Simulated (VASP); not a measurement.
# Al2O3 (P-3m1) in VASP: further runs

The runs below take Al2O3 through single point, with BLYP+D3(BJ), PBEsol+D3(BJ), PBEsol.

All numbers are computed with VASP 6.6.1; they aren't measurements. Logs are shortened: lines on timing, memory, paths and dates and some standing lists are left out, and cuts for length are marked.

### 1 The cell of the first run

It takes space group P-3m1 (No. 164, trigonal). The conventional cell has a = 2.998 Å, b = 2.998 Å, c = 7.228 Å, α = 90.00°, β = 90.00°, γ = 120.00°. Within 2.2 Å of Al (site symmetry 3m) lie 4 O at 1.67 to 1.83 Å. Within 2.4 Å of O (site symmetry 3m) lie 3 Al at 1.83 Å. Within 2.2 Å of O (site symmetry -3m) lie 2 Al at 1.67 Å.

### 2 Single point, BLYP+D3(BJ)

INCAR reads:

```
PREC = Accurate
ENCUT = 520
EDIFF = 1E-6
ISMEAR = 0
SIGMA = 0.01
LREAL = False
LASPH = True
NELM = 80
ALGO = Normal
ISIF = 2
LWAVE = False
LCHARG = False
GGA = B5
ALDAX = 1.0
AGGAX = 1.0
AGGAC = 1.0
ALDAC = 0.0
IVDW = 12
VDW_S6 = 1.0
VDW_S8 = 2.6996
VDW_A1 = 0.4298
VDW_A2 = 4.2359
NBANDS = 20
```

KPOINTS reads:

```
regular mesh
0
Gamma
  12 12 4
```

POSCAR reads:

```
Al2O3
1.0
    2.9975043153      0.0000000000      0.0000000000
   -1.4987521576      2.5959148850      0.0000000000
    0.0000000000      0.0000000000      7.2281194271
Al O
2 3
Direct
    0.0000000000      0.0000000000      0.2689351255
    0.0000000000      0.0000000000      0.7310648745
    0.3333333333      0.6666666667      0.1879575548
    0.6666666667      0.3333333333      0.8120424452
    0.0000000000      0.0000000000      0.5000000000
```

Potentials or basis: VASP PAW PBE potentials, release 64 (Al, O).

Command:

```bash
$ cat potpaw_PBE.64/Al/POTCAR potpaw_PBE.64/O/POTCAR > POTCAR
$ mpirun -np 1 vasp_std > vasp.out
```

OUTCAR:

```text
PREC = Accurate
   ENCUT = 520
   EDIFF = 1E-6
   ISMEAR = 0
   LREAL = False
   LASPH = True
   NELM = 80
   ISIF = 2
   GGA = B5
   IVDW = 12
 IVDW          = 12

 ion  position               nearest neighbor table
   1  0.000  0.000  0.269-   5 1.67   3 1.83   3 1.83   3 1.83   2 3.34
   2  0.000  0.000  0.731-   5 1.67   4 1.83   4 1.83   4 1.83   1 3.34
   3  0.333  0.667  0.188-   1 1.83   1 1.83   1 1.83
   4  0.667  0.333  0.812-   2 1.83   2 1.83   2 1.83
   5  0.000  0.000  0.500-   1 1.67   2 1.67

  LATTYP: Found a hexagonal cell.
 ALAT       =     2.9975043153
 C/A-ratio  =     2.4113791564

  Lattice vectors:

 A1 = (   2.9975043153,   0.0000000000,   0.0000000000)
 A2 = (  -1.4987521576,   2.5959148850,   0.0000000000)
 A3 = (   0.0000000000,   0.0000000000,   7.2281194271)

Analysis of symmetry for initial positions (statically):
=====================================================================
 Subroutine PRICEL returns:
 Original cell was already a primitive cell.

 Routine SETGRP: Setting up the symmetry group for a
 hexagonal supercell.

 Subroutine GETGRP returns: Found 12 space group operations
 (whereof 12 operations were pure point group operations)
 out of a pool of 24 trial point group operations.

The static configuration has the point symmetry D_3d.

Analysis of symmetry for dynamics (positions and initial velocities):
=====================================================================
 Subroutine PRICEL returns:
 Original cell was already a primitive cell.

 Routine SETGRP: Setting up the symmetry group for a
 hexagonal supercell.

 Subroutine GETGRP returns: Found 12 space group operations
 (whereof 12 operations were pure point group operations)
 out of a pool of 24 trial point group operations.

The dynamic configuration has the point symmetry D_3d.

 Subroutine INISYM returns: Found 12 space group operations
 (whereof 12 operations are pure point group operations),
 and found     1 'primitive' translations

----------------------------------------------------------------------------------------

                                     Primitive cell

  volume of cell :      56.2439

  direct lattice vectors                    reciprocal lattice vectors
     2.997504315  0.000000000  0.000000000     0.333610863  0.192610321  0.000000000
    -1.498752158  2.595914885  0.000000000     0.000000000  0.385220643  0.000000000
     0.000000000  0.000000000  7.228119427     0.000000000  0.000000000  0.138348572

  length of vectors
     2.997504315  2.997504315  7.228119427     0.385220643  0.385220643  0.138348572

  position of ions in fractional coordinates (direct lattice)
     0.000000000  0.000000000  0.268935126
     0.000000000  0.000000000  0.731064874
     0.333333333  0.666666667  0.187957555
     0.666666667  0.333333333  0.812042445
     0.000000000  0.000000000  0.500000000

  ion indices of the primitive-cell ions
   primitive index   ion index
                 1           1
                 2           2
                 3           3
                 4           4
                 5           5

----------------------------------------------------------------------------------------

 KPOINTS: regular mesh

Automatic generation of k-mesh.
 Grid dimensions read from file:
 generate k-points for:   12   12    4

 Generating k-lattice:

  Cartesian coordinates                     Fractional coordinates (reciprocal lattice)
     0.027800905  0.016050860  0.000000000     0.083333333  0.000000000  0.000000000
     0.000000000  0.032101720  0.000000000     0.000000000  0.083333333  0.000000000
     0.000000000  0.000000000  0.034587143     0.000000000  0.000000000  0.250000000

  Length of vectors
     0.032101720  0.032101720  0.034587143

  Shift w.r.t. Gamma in fractional coordinates (k-lattice)
     0.000000000  0.000000000  0.000000000

 Subroutine IBZKPT returns following result:
 ===========================================

 Found     69 irreducible k-points:

 Following reciprocal coordinates:
            Coordinates               Weight
  0.000000  0.000000  0.000000      1.000000
  0.083333 -0.000000  0.000000      6.000000
  0.166667  0.000000  0.000000      6.000000
  0.250000 -0.000000  0.000000      6.000000
  0.333333 -0.000000  0.000000      6.000000
  0.416667  0.000000  0.000000      6.000000
[... 16 lines left out ...]
  0.166667  0.000000  0.250000      6.000000
  0.000000  0.166667  0.250000      6.000000
 [... further k-points ...]
   k-points           NKPTS =     69   k-points in BZ     NKDIM =     69   number of bands    NBANDS=     20
   number of dos      NEDOS =    301   number of ions     NIONS =      5
   total plane-waves  NPLWV =  31104
   dimension x,y,z NGX =    24 NGY =   24 NGZ =   54
   dimension x,y,z NGXF=    48 NGYF=   48 NGZF=  108
   ions per type =               2   3
   NGX,Y,Z   is equivalent  to a cutoff of  13.31, 13.31, 12.42 a.u.
   NGXF,Y,Z  is equivalent  to a cutoff of  26.62, 26.62, 24.84 a.u.
 SYSTEM =  unknown system
   PREC   = accura    normal or accurate (medium, high low for compatibility)
   ISTART =      0    job   : 0-new  1-cont  2-samecut
   ICHARG =      2    charge: 1-file 2-atom 10-const
   ISPIN  =      1    spin polarized calculation?
   LNONCOLLINEAR =      F non collinear calculations
   LSORBIT =      F    spin-orbit coupling
   LASPH  =      T    aspherical Exc in radial PAW
   ENCUT  =  520.0 eV  38.22 Ry    6.18 a.u.   5.57  5.57 13.44*2*pi/ulx,y,z
   NELM   =     80;   NELMIN=  2; NELMDL= -5     # of ELM steps
   EDIFF  = 0.1E-05   stopping-criterion for ELM
   LREAL  =      F    real-space projection
   EDIFFG = 0.1E-04   stopping-criterion for IOM
   NSW    =      0    number of steps for IOM
   IBRION =     -1    ionic relax: 0-MD 1-quasi-New 2-CG
   NFREE  =      0    steps in history (QN), initial steepest desc. (CG)
   ISIF   =      2    stress and relaxation
   ISYM   =      2    0-nonsym 1-usesym 2-fastsym
   POTIM  = 0.5000    time-step for ionic-motion
   TEBEG  =    0.0;   TEEND  =   0.0 temperature during run
   PSTRESS=    0.0 pullay stress
   NELECT =      24.0000    total number of electrons
   NUPDOWN=      -1.0000    fix difference up-down
   EMIN   =  10.00;   EMAX   =-10.00  energy-range for DOS
   EFERMI =   0.00;   METHOD = LEGACY
   ISMEAR =     0;   SIGMA  =   0.01  broadening in eV -4-tet -1-fermi 0-gaus
   EFERMI_NEDOS =   21; number of points for ismear=-14 and -15
   IALGO  =     38    algorithm
   IMIX   =      4    mixing-type and parameters
     AMIX     =   0.40;   BMIX     =  1.00
     AMIX_MAG =   1.60;   BMIX_MAG =  1.00
  volume/ion in A,a.u.               =      11.25        75.91
  Fermi-wavevector in a.u.,A,eV,Ry     =   1.232499  2.329086 20.667995  1.519055
  Thomas-Fermi vector in A             =   2.367267
   LORBIT       =      0    0 simple, 1 ext, 2 COOP (PROOUT), +10 PAW based schemes
   GGA     = B5    functional components
   LHFCALC =     F    Hartree Fock is set to
   AEXX    =    0.0000 exact exchange contribution
   IVDW    =    12    specifies the selected vdW correction
   LEPSILON=     F    determine dielectric tensor
   LRPA    =     F    only Hartree local field effects (RPA)
 non-spin polarized calculation
 Gauss-broadening in eV      SIGMA  =   0.01
  energy-cutoff  :      520.00
  volume of cell :       56.24
 maximum number of plane-waves:      1547
 NGX is ok and might be reduce to    24
   NGX = 11   NGY = 11   NGZ = 27

 number of electron      24.0000009 magnetization

 Free energy of the ion-electron system (eV)
  ---------------------------------------------------
  ext. energy  EPLUGINS =         0.00000000
  ---------------------------------------------------
  free energy    TOTEN  =       -34.73550520 eV

  energy without entropy =      -34.73550520  energy(sigma->0) =      -34.73550520

 E-fermi :   4.7940     XC(G=0):  -9.5980

 val. band max:        4.7321180928   @ k =   0.0000   0.0000   0.0000
 cond. band min:       7.3376216297   @ k =   0.0000   0.0000   0.0000
 fundamental gap:      2.6055035369
 Fermi energy:         4.7940357738

 k-point     1 :       0.0000    0.0000    0.0000
  band No.  band energies     occupation
      1     -14.9844      2.00000
      2     -14.7020      2.00000
      3     -12.1075      2.00000
      4      -1.0680      2.00000
      5       0.0025      2.00000
      6       0.9068      2.00000
[... 12 lines left out ...]
     19      17.0201      0.00000
     20      17.2870      0.00000

 k-point     2 :       0.0833   -0.0000    0.0000
  band No.  band energies     occupation
      1     -14.9283      2.00000
      2     -14.6540      2.00000
      3     -12.0778      2.00000
      4      -1.0547      2.00000
      5       0.0263      2.00000
      6       0.6623      2.00000
[... 12 lines left out ...]
     19      17.1008      0.00000
     20      17.1776      0.00000

 k-point     3 :       0.1667    0.0000    0.0000
  band No.  band energies     occupation
      1     -14.7691      2.00000
      2     -14.5198      2.00000
      3     -11.9959      2.00000
      4      -1.1076      2.00000
      5      -0.1944      2.00000
      6       0.2781      2.00000
[... 12 lines left out ...]
     19      17.1708      0.00000
     20      17.5754      0.00000

 k-point     4 :       0.2500   -0.0000    0.0000
  band No.  band energies     occupation
      1     -14.5372      2.00000
      2     -14.3297      2.00000
      3     -11.8835      2.00000
      4      -1.4657      2.00000
      5      -0.9706      2.00000
      6       0.1340      2.00000
[... 429 lines left out ...]
 k-point    23 :       0.1667    0.0000    0.2500
  band No.  band energies     occupation
      1     -14.7386      2.00000
      2     -14.5555      2.00000
      3     -11.9888      2.00000
      4      -1.1532      2.00000
      5      -0.1801      2.00000
      6       0.0125      2.00000
[... 12 lines left out ...]
     19      17.4801      0.00000
     20      17.7571      0.00000

 k-point    24 :       0.0000    0.1667    0.2500
  band No.  band energies     occupation
      1     -14.7369      2.00000
      2     -14.5575      2.00000
      3     -11.9882      2.00000
      4      -1.1801      2.00000
      5      -0.2080      2.00000
      6       0.0370      2.00000
[... 12 lines left out ...]
     19      17.5910      0.00000
     20      18.0375      0.00000

 [... further k-points ...]

------------------------ aborting loop because EDIFF is reached ----------------------------------------

 Edisp (eV)   -1.91382

 E8    (eV) :    -1.3147

  FORCE on cell =-STRESS in cart. coord.  units (eV):
  Direction    XX          YY          ZZ          XY          YZ          ZX
  --------------------------------------------------------------------------------------
  -------------------------------------------------------------------------------------
  Total       0.15792     0.15792     0.41122     0.00000    -0.00000    -0.00000
  in kB       4.49845     4.49845    11.71400     0.00000    -0.00000    -0.00000
  external pressure =        6.90 kB  Pullay stress =        0.00 kB

 VOLUME and BASIS-vectors are now :
 -----------------------------------------------------------------------------
  energy-cutoff  :      520.00
  volume of cell :       56.24
      direct lattice vectors                 reciprocal lattice vectors
     2.997504315  0.000000000  0.000000000     0.333610863  0.192610321  0.000000000
    -1.498752158  2.595914885  0.000000000     0.000000000  0.385220643  0.000000000
     0.000000000  0.000000000  7.228119427     0.000000000  0.000000000  0.138348572

 POSITION                                       TOTAL-FORCE (eV/Angst)
 -----------------------------------------------------------------------------------
      0.00000      0.00000      1.94390        -0.000000      0.000000     -0.112144
      0.00000      0.00000      5.28422         0.000000     -0.000000      0.112144
     -0.00000      1.73061      1.35858         0.000000     -0.000000     -0.023816
      1.49875      0.86530      5.86954        -0.000000      0.000000      0.023816
      0.00000      0.00000      3.61406         0.000000      0.000000      0.000000
 -----------------------------------------------------------------------------------
    total drift:                                0.000000      0.000000      0.000000

  FREE ENERGIE OF THE ION-ELECTRON SYSTEM (eV)
  ---------------------------------------------------
  free  energy   TOTEN  =       -36.6493288195 eV

  energy  without entropy=      -36.6493288195  energy(sigma->0) =      -36.64932882
```

Wall time 92 s (1 thread of Intel Xeon 8259CL, shared host); peak memory 0.22 GiB.

Results:

| Quantity | Value |
| --- | --- |
| Free energy | -36.6493 eV |
| Pressure | 0.7 GPa |
| Largest force | 0.112 eV/Å |
| Band gap on the k mesh | 2.61 eV |
| Dispersion energy per atom | -0.383 eV |

Forces on the atoms (eV/Å):
```
Al   0.000  0.000 -0.112
Al   0.000  0.000  0.112
O    0.000  0.000 -0.024
O    0.000  0.000  0.024
O    0.000  0.000  0.000
```

Stress tensor (GPa, compression positive):
```
0.45 0.00 0.00
0.00 0.45 0.00
0.00 0.00 1.17
```

Caveat: the PAW data sets were made with another functional, which shifts forces and pressure a little.

### 3 Single point, PBEsol+D3(BJ)

This run uses another cell than the first one, of 11.22 Å³/atom.

INCAR reads:

```
SYSTEM = Al2O3
  PREC = Accurate
  ENCUT = 520
  EDIFF = 1E-6
  ISMEAR = 0
  SIGMA = 0.01
  LREAL = .FALSE.
  LASPH = .TRUE.
  NELM = 100
  ALGO = Normal
  ISIF = 2
  LWAVE = .FALSE.
  LCHARG = .TRUE.
  GGA = PS
  IVDW = 12
  LELF = .TRUE.
  LVHAR = .TRUE.
  NBANDS = 20
```

KPOINTS reads:

```
regular mesh
0
G
  12 12 4
  0 0 0
```

POSCAR reads:

```
Al2O3
1.0
    2.9757540243      0.0000000000      0.0000000000
   -1.4878770121      2.5770785804      0.0000000000
    0.0000000000      0.0000000000      7.3177676632
Al O
2 3
Direct
    0.0000000000      0.0000000000      0.2720392386
    0.0000000000      0.0000000000      0.7279607614
    0.3333333333      0.6666666667      0.1906872812
    0.6666666667      0.3333333333      0.8093127188
    0.0000000000      0.0000000000      0.5000000000
```

Potentials or basis: VASP PAW PBE potentials, release 64 (Al, O).

Command:

```bash
$ cat potpaw_PBE.64/Al/POTCAR potpaw_PBE.64/O/POTCAR > POTCAR
$ mpirun -np 1 vasp_std > vasp.out
```

Run time: 88 s. Hardware: 1 thread of Intel Xeon 8259CL, shared host; peak memory 0.23 GiB.

Results (log left out):

| Quantity | Value |
| --- | --- |
| Free energy | -38.4583 eV |
| Pressure | 0.3 GPa |
| Largest force | 0.096 eV/Å |
| Band gap on the k mesh | 2.41 eV |
| Dispersion energy per atom | -0.147 eV |

Forces on the atoms (eV/Å):
```
Al   0.000  0.000 -0.096
Al   0.000  0.000  0.096
O    0.000  0.000  0.001
O    0.000  0.000 -0.001
O    0.000  0.000  0.000
```

Stress tensor (GPa, compression positive):
```
0.09 0.00 0.00
0.00 0.09 0.00
0.00 0.00 0.69
```

Levels at points of the mesh, in eV from the valence-band top:
```csv
k point,band 8,band 9,band 10,band 11,band 12,band 13,band 14,band 15,band 16,band 17
"(0.00, 0.00, 0.00)",-3.79,-3.79,-2.33,0.00,0.00,2.41,4.56,7.49,10.64,11.22
"(0.50, 0.00, 0.00)",-4.38,-3.68,-3.20,-1.91,-0.53,4.40,6.26,8.29,9.20,9.84
"(0.00, 0.00, 0.50)",-3.79,-3.69,-3.32,0.00,0.00,3.40,3.59,8.20,9.07,12.13
"(0.50, 0.00, 0.50)",-4.42,-3.55,-3.53,-1.80,-0.52,4.99,5.47,8.28,8.78,10.62
```

Caveat: the PAW data sets were made with another functional, which shifts forces and pressure a little. A k mesh can miss the band edges.

### 4 Single point, PBEsol

This run uses another cell than the first one, of 12.39 Å³/atom.

INCAR reads:

```
PREC = Accurate
ENCUT = 520
EDIFF = 1E-7
ISMEAR = 0
SIGMA = 0.01
LREAL = False
LASPH = True
NELM = 100
ALGO = Normal
ISIF = 2
LWAVE = False
LCHARG = False
GGA = PS
NBANDS = 20
```

KPOINTS reads:

```
regular mesh
0
Gamma
  12 12 4
```

POSCAR reads:

```
Al2O3
1.0
    2.9886035708      0.0000000000      0.0000000000
   -1.4943017854      2.5882066141      0.0000000000
    0.0000000000      0.0000000000      8.0114882739
Al O
2 3
Direct
    0.0000000000      0.0000000000      0.2913832694
    0.0000000000      0.0000000000      0.7086167306
    0.3333333333      0.6666666667      0.2171823839
    0.6666666667      0.3333333333      0.7828176161
    0.0000000000      0.0000000000      0.5000000000
```

Command:

```bash
$ cat potpaw_PBE.64/Al/POTCAR potpaw_PBE.64/O/POTCAR > POTCAR
$ mpirun -np 1 vasp_std > vasp.out
```

It took 1.7 min on 1 thread of Intel Xeon 8259CL, shared host; peak memory 0.21 GiB.

It converged, with:

| Property | Result |
| --- | --- |
| Free energy | -37.7480 eV |
| Pressure | 0.3 GPa |
| Largest force | 0.091 eV/Å |
| Band gap on the k mesh | 2.40 eV |

Forces in eV/Å, atoms in the order of the input:
```
Al   0.000  0.000 -0.091
Al   0.000  0.000  0.091
O    0.000  0.000  0.002
O    0.000  0.000 -0.002
O    0.000  0.000  0.000
```

Stress tensor (GPa, compression positive):
```
0.08 0.00 0.00
0.00 0.08 0.00
0.00 0.00 0.60
```

Levels at points of the mesh, in eV from the valence-band top:
```tsv
k point	band 10	band 11	band 12	band 13	band 14	band 15
(0.00, 0.00, 0.00)	-2.58	0.00	0.00	2.40	4.19	7.04
(0.50, 0.00, 0.00)	-3.25	-1.83	-0.51	4.61	6.09	8.34
(0.00, 0.00, 0.50)	-3.03	0.00	0.00	3.21	3.31	8.01
(0.50, 0.00, 0.50)	-3.36	-1.79	-0.51	4.87	5.72	8.18
```

Caveat: the PAW data sets were made with another functional, which shifts forces and pressure a little. A k mesh can miss the band edges.

### 5 Overview

| level | cell | gap on the mesh (eV) | pressure (GPa) | largest force (eV/Å) |
| --- | --- | --- | --- | --- |
| BLYP+D3(BJ) | a = 2.998, b = 2.998, c = 7.228 Å, angles 90.0, 90.0, 120.0°, 5 atoms, atomic positions A | 2.61 | 0.7 | 0.11 |
| PBEsol+D3(BJ) | a = 2.976, b = 2.976, c = 7.318 Å, angles 90.0, 90.0, 120.0°, 5 atoms, atomic positions B | 2.41 | 0.3 | 0.10 |
| PBEsol | a = 2.989, b = 2.989, c = 8.011 Å, angles 90.0, 90.0, 120.0°, 5 atoms, atomic positions B | 2.40 | 0.3 | 0.09 |

Alike in all rows: task single point; potentials or basis VASP PAW PBE potentials, release 64 (Al, O); no spin polarisation; k mesh 12 × 12 × 4; cutoff (eV) 520; smearing gaussian 0.01 eV.

Caveats: the PAW data sets were made with another functional, which shifts forces and pressure a little.

Absolute energies hang on the potentials; compare differences alone.
